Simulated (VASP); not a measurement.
Write the native input for VASP 6.6.1 that does the following.

```
Task                   : single point
Functional             : PBEsol
Potentials or basis    : VASP PAW PBE potentials, release 64 (Zn, S)
Cutoff                 : 520 eV
k mesh                 : 9 × 9 × 6
Occupations            : gaussian, width 0.02 eV
Spin                   : no spin polarisation
Dipole correction      : no
Further INCAR settings : ALGO = Normal; EDIFF = 1e-06; NBANDS = 26
```

The structure of ZnS lies in POSCAR:

```
ZnS
1.0
    3.7813979448      0.0000000028      0.0000000000
   -1.8906989749      3.2747866806      0.0000000000
    0.0000000000      0.0000000000      6.2074428173
Zn S
2 2
Direct
    0.3333333333      0.6666666667      0.5024422975
    0.6666666667      0.3333333333      0.0024422975
    0.6666666667      0.3333333333      0.3765677025
    0.3333333333      0.6666666667      0.8765677025
```

These files were run (other wordings do the same):

INCAR

```
SYSTEM = ZnS
PREC = Accurate
ENCUT = 520
EDIFF = 1E-6
ISMEAR = 0
SIGMA = 0.02
LREAL = .FALSE.
LASPH = .TRUE.
NELM = 100
ALGO = Normal
ISIF = 2
LWAVE = .FALSE.
LCHARG = .TRUE.
GGA = PS
LELF = .TRUE.
LVHAR = .TRUE.
NBANDS = 26
```

KPOINTS

```
regular mesh
0
G
  9 9 6
  0 0 0
```

Potentials or basis: VASP PAW PBE potentials, release 64 (Zn, S).

The run is started by

```console
$ cat potpaw_PBE.64/Zn/POTCAR potpaw_PBE.64/S/POTCAR > POTCAR
$ mpirun -np 1 vasp_std > vasp.out
```

It gave:

```json
{"Pressure": "0.3 GPa", "Band gap on the k mesh": "2.16 eV"}
```

Caveat: the PAW data sets were made with another functional, which shifts forces and pressure a little.

Run time: 2.3 min on 1 thread of Intel Xeon 8259CL, on a shared host, peak memory 0.23 GiB.
